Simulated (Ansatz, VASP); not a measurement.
## GaN in VASP and in Ansatz

```
Ga N
1.0
     0.02155    2.24801    2.24801
     2.24801    0.02155    2.24801
     2.24801    2.24801    0.02155
Ga N
1 1
Direct
  0.00073 0.00073 0.00073
  0.24927 0.24927 0.24927
```

Change from the starting cell: epitaxial_111 strain -1.0%.

Alike in both runs: task single point; functional r2SCAN; k mesh 10 × 10 × 10; no spin polarisation.

|  | VASP | Ansatz |
| --- | --- | --- |
| version | VASP 6.6.1 | Ansatz 0.2.0 |
| potentials or method | VASP PAW PBE potentials, release 64 (Ga_d, N) | plane waves, PAW |
| plane-wave cutoff (eV) | 520 | 500 |
| occupations | gaussian, width 0.01 eV | fixed |
| valence electrons in the cell | 18 | 18 |

|  | VASP | Ansatz | Ansatz less VASP |
| --- | --- | --- | --- |
| gap on the k mesh at the Fermi level (eV) | 2.22 | 2.23 | +0.009 |
| pressure (GPa) | 4.5 | 3.2 | -1.29 |
| traceless stress, the component that is largest in VASP (GPa) | -1.60 | -1.59 | +0.004 |

VASP's potentials were made for PBE, not for r2SCAN.
